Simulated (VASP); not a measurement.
# KTaO3 (Pm-3m) in VASP: a series of runs, part 2 of 2

VASP 6.6.1. Earlier steps stand in the parts before.

## 3. Single point, r2SCAN

POSCAR reads:

```
KTaO3
1.0
    3.9895772900      0.0000000000      0.0000000000
    0.0000000000      3.9895772900      0.0000000000
    0.0000000000      0.0000000000      3.9895772900
K Ta O
1 1 3
Direct
    0.5000000000      0.5000000000      0.5000000000
    0.0000000000      0.0000000000      0.0000000000
    0.5000000000      0.0000000000      0.0000000000
    0.0000000000      0.5000000000      0.0000000000
    0.0000000000      0.0000000000      0.5000000000
```

INCAR.step1 reads:

```
  PREC = Accurate
  ENCUT = 520
  ISMEAR = -1
  SIGMA = 0.02
  LREAL = False
  LASPH = True
  NELM = 80
  NBANDS = 27
  GGA = PE
  ALGO = Normal
  EDIFF = 1E-4
  LWAVE = True
  LCHARG = False
```

INCAR.step2 reads:

```
  PREC = Accurate
  ENCUT = 520
  EDIFF = 1E-6
  ISMEAR = -1
  SIGMA = 0.02
  LREAL = False
  LASPH = True
  NELM = 80
  ALGO = Normal
  ISIF = 2
  LWAVE = False
  LCHARG = False
  METAGGA = R2SCAN
  LMIXTAU = True
  NBANDS = 27
  ISTART = 1
```

KPOINTS reads:

```
Automatic mesh
0
Gamma
  8 8 8
```

Potentials or basis: VASP PAW PBE potentials, release 64 (K_sv, Ta_pv, O).

The run is started by

```bash
$ cat potpaw_PBE.64/K_sv/POTCAR potpaw_PBE.64/Ta_pv/POTCAR potpaw_PBE.64/O/POTCAR > POTCAR
$ cp INCAR.step1 INCAR
$ mpirun -np 1 vasp_std > vasp.out
$ cp INCAR.step2 INCAR
$ mpirun -np 1 vasp_std > vasp.out
```

OUTCAR:

```text
PREC = Accurate
   ENCUT = 520
   EDIFF = 1E-6
   ISMEAR = -1
   LREAL = False
   LASPH = True
   NELM = 80
   ISIF = 2
   METAGGA = R2SCAN
   ISTART = 1

 ion  position               nearest neighbor table
   1  0.500  0.500  0.500-   3 2.82   4 2.82   5 2.82   3 2.82   4 2.82   3 2.82   5 2.82   3 2.82
                             4 2.82   5 2.82   4 2.82   5 2.82   2 3.46   2 3.46   2 3.46   2 3.46
   2  0.000  0.000  0.000-   3 1.99   4 1.99   5 1.99   5 1.99   4 1.99   3 1.99   1 3.46   1 3.46
                             1 3.46   1 3.46   1 3.46   1 3.46   1 3.46   1 3.46
   3  0.500  0.000  0.000-   2 1.99   2 1.99   1 2.82   1 2.82   1 2.82   1 2.82
   4  0.000  0.500  0.000-   2 1.99   2 1.99   1 2.82   1 2.82   1 2.82   1 2.82
   5  0.000  0.000  0.500-   2 1.99   2 1.99   1 2.82   1 2.82   1 2.82   1 2.82

  LATTYP: Found a simple cubic cell.
 ALAT       =     3.9895772900

  Lattice vectors:

 A1 = (   3.9895772900,   0.0000000000,   0.0000000000)
 A2 = (   0.0000000000,   3.9895772900,   0.0000000000)
 A3 = (   0.0000000000,   0.0000000000,   3.9895772900)

Analysis of symmetry for initial positions (statically):
=====================================================================
 Subroutine PRICEL returns:
 Original cell was already a primitive cell.

 Routine SETGRP: Setting up the symmetry group for a
 simple cubic supercell.

 Subroutine GETGRP returns: Found 48 space group operations
 (whereof 48 operations were pure point group operations)
 out of a pool of 48 trial point group operations.

The static configuration has the point symmetry O_h .

Analysis of symmetry for dynamics (positions and initial velocities):
=====================================================================
 Subroutine PRICEL returns:
 Original cell was already a primitive cell.

 Routine SETGRP: Setting up the symmetry group for a
 simple cubic supercell.

 Subroutine GETGRP returns: Found 48 space group operations
 (whereof 48 operations were pure point group operations)
 out of a pool of 48 trial point group operations.

The dynamic configuration has the point symmetry O_h .

 Subroutine INISYM returns: Found 48 space group operations
 (whereof 48 operations are pure point group operations),
 and found     1 'primitive' translations

----------------------------------------------------------------------------------------

                                     Primitive cell

  volume of cell :      63.5010

  direct lattice vectors                    reciprocal lattice vectors
     3.989577290  0.000000000  0.000000000     0.250653121  0.000000000  0.000000000
     0.000000000  3.989577290  0.000000000     0.000000000  0.250653121  0.000000000
     0.000000000  0.000000000  3.989577290     0.000000000  0.000000000  0.250653121

  length of vectors
     3.989577290  3.989577290  3.989577290     0.250653121  0.250653121  0.250653121

  position of ions in fractional coordinates (direct lattice)
     0.500000000  0.500000000  0.500000000
     0.000000000  0.000000000  0.000000000
     0.500000000  0.000000000  0.000000000
     0.000000000  0.500000000  0.000000000
     0.000000000  0.000000000  0.500000000

  ion indices of the primitive-cell ions
   primitive index   ion index
                 1           1
                 2           2
                 3           3
                 4           4
                 5           5
[... 30 lines left out ...]
  0.125000  0.000000  0.000000      6.000000
  0.250000  0.000000  0.000000      6.000000
  0.375000  0.000000  0.000000      6.000000
  0.500000  0.000000  0.000000      3.000000
  0.125000  0.125000  0.000000     12.000000
[... 16 lines left out ...]
  0.375000  0.375000  0.125000     24.000000
  0.500000  0.375000  0.125000     24.000000
 [... further k-points ...]
   k-points           NKPTS =     35   k-points in BZ     NKDIM =     35   number of bands    NBANDS=     27
   number of dos      NEDOS =    301   number of ions     NIONS =      5
   total plane-waves  NPLWV =  27000
   dimension x,y,z NGX =    30 NGY =   30 NGZ =   30
   dimension x,y,z NGXF=    60 NGYF=   60 NGZF=   60
   ions per type =               1   1   3
   NGX,Y,Z   is equivalent  to a cutoff of  12.50, 12.50, 12.50 a.u.
   NGXF,Y,Z  is equivalent  to a cutoff of  25.00, 25.00, 25.00 a.u.
 SYSTEM =  unknown system
   PREC   = accura    normal or accurate (medium, high low for compatibility)
   ISTART =      1    job   : 0-new  1-cont  2-samecut
   ICHARG =      0    charge: 1-file 2-atom 10-const
   ISPIN  =      1    spin polarized calculation?
   LNONCOLLINEAR =      F non collinear calculations
   LSORBIT =      F    spin-orbit coupling
   LASPH  =      T    aspherical Exc in radial PAW
   ENCUT  =  520.0 eV  38.22 Ry    6.18 a.u.   7.42  7.42  7.42*2*pi/ulx,y,z
   NELM   =     80;   NELMIN=  2; NELMDL=  0     # of ELM steps
   EDIFF  = 0.1E-05   stopping-criterion for ELM
   LREAL  =      F    real-space projection
   EDIFFG = 0.1E-04   stopping-criterion for IOM
   NSW    =      0    number of steps for IOM
   IBRION =     -1    ionic relax: 0-MD 1-quasi-New 2-CG
   NFREE  =      0    steps in history (QN), initial steepest desc. (CG)
   ISIF   =      2    stress and relaxation
   ISYM   =      2    0-nonsym 1-usesym 2-fastsym
   POTIM  = 0.5000    time-step for ionic-motion
   TEBEG  =    0.0;   TEEND  =   0.0 temperature during run
   PSTRESS=    0.0 pullay stress
   NELECT =      38.0000    total number of electrons
   NUPDOWN=      -1.0000    fix difference up-down
   EMIN   =  10.00;   EMAX   =-10.00  energy-range for DOS
   EFERMI =   0.00;   METHOD = LEGACY
   ISMEAR =    -1;   SIGMA  =   0.02  broadening in eV -4-tet -1-fermi 0-gaus
   EFERMI_NEDOS =   21; number of points for ismear=-14 and -15
   IALGO  =     38    algorithm
   IMIX   =      4    mixing-type and parameters
     AMIX     =   0.40;   BMIX     =  1.00
     AMIX_MAG =   1.60;   BMIX_MAG =  1.00
  volume/ion in A,a.u.               =      12.70        85.71
  Fermi-wavevector in a.u.,A,eV,Ry     =   1.379566  2.607002 25.894640  1.903202
  Thomas-Fermi vector in A             =   2.504524
   LORBIT       =      0    0 simple, 1 ext, 2 COOP (PROOUT), +10 PAW based schemes
   METAGGA = R2SCAN    functional components
   LHFCALC =     F    Hartree Fock is set to
   AEXX    =    0.0000 exact exchange contribution
   IVDW    =     0    specifies the selected vdW correction
   LEPSILON=     F    determine dielectric tensor
   LRPA    =     F    only Hartree local field effects (RPA)
 non-spin polarized calculation
  energy-cutoff  :      520.00
  volume of cell :       63.50
 maximum number of plane-waves:      1743
 NGX is ok and might be reduce to    30
   NGX = 15   NGY = 15   NGZ = 15

 number of electron      37.9999976 magnetization

 Free energy of the ion-electron system (eV)
  ---------------------------------------------------
  ext. energy  EPLUGINS =         0.00000000
  ---------------------------------------------------
  free energy    TOTEN  =       -87.16318359 eV

  energy without entropy =      -87.16318359  energy(sigma->0) =      -87.16318359

 E-fermi :   1.8527     XC(G=0): -11.5520

 val. band max:        1.4128974381   @ k =   0.5000   0.5000   0.5000
 cond. band min:       4.0094752041   @ k =   0.0000   0.0000   0.0000
 fundamental gap:      2.5965777661
 Fermi energy:         1.8527181752

 k-point     1 :       0.0000    0.0000    0.0000
  band No.  band energies     occupation
      1     -33.8700      2.00000
      2     -33.8700      2.00000
      3     -33.8700      2.00000
      4     -27.0375      2.00000
      5     -17.1355      2.00000
      6     -16.4673      2.00000
[... 709 lines left out ...]
     26      12.8975      0.00000
     27      12.9409      0.00000

 [... further k-points ...]

------------------------ aborting loop because EDIFF is reached ----------------------------------------

  FORCE on cell =-STRESS in cart. coord.  units (eV):
  Direction    XX          YY          ZZ          XY          YZ          ZX
  --------------------------------------------------------------------------------------
  -------------------------------------------------------------------------------------
  Total        0.4045025      0.4045025      0.4045025     -0.0000000      0.0000000      0.0000000
  in kB       10.2058966     10.2058966     10.2058966     -0.0000000      0.0000000      0.0000000
  external PRESSURE =      10.2058966 kB  Pullay stress =       0.0000000 kB

 VOLUME and BASIS-vectors are now :
 -----------------------------------------------------------------------------
  energy-cutoff  :      520.00
  volume of cell :       63.50
      direct lattice vectors                 reciprocal lattice vectors
     3.989577290  0.000000000  0.000000000     0.250653121  0.000000000  0.000000000
     0.000000000  3.989577290  0.000000000     0.000000000  0.250653121  0.000000000
     0.000000000  0.000000000  3.989577290     0.000000000  0.000000000  0.250653121

 POSITION                                       TOTAL-FORCE (eV/Angst)
 -----------------------------------------------------------------------------------
      1.99479      1.99479      1.99479         0.000000      0.000000      0.000000
      0.00000      0.00000      0.00000         0.000000      0.000000      0.000000
      1.99479      0.00000      0.00000         0.000000      0.000000      0.000000
      0.00000      1.99479      0.00000         0.000000      0.000000      0.000000
      0.00000      0.00000      1.99479         0.000000      0.000000      0.000000
 -----------------------------------------------------------------------------------
    total drift:                                0.000000     -0.000000      0.000000

  FREE ENERGIE OF THE ION-ELECTRON SYSTEM (eV)
  ---------------------------------------------------
  free  energy   TOTEN  =       -87.1631835905 eV

  energy  without entropy=      -87.1631835905  energy(sigma->0) =      -87.16318359
```

Run time: 2.5 min. Hardware: 1 thread of Intel Xeon Platinum 8488C (Sapphire Rapids), shared host; peak memory 0.21 GiB.

Results:

- Free energy: -87.1632 eV
- Pressure: 1.0 GPa
- Band gap on the k mesh: 2.60 eV (least direct gap 3.25 eV)

Caveat: the PAW data sets were made with another functional, which shifts forces and pressure a little; spin-orbit coupling is left out, which moves the levels of the heavy elements. r2SCAN opens gaps a little over a GGA but as a rule still falls short of measured ones.
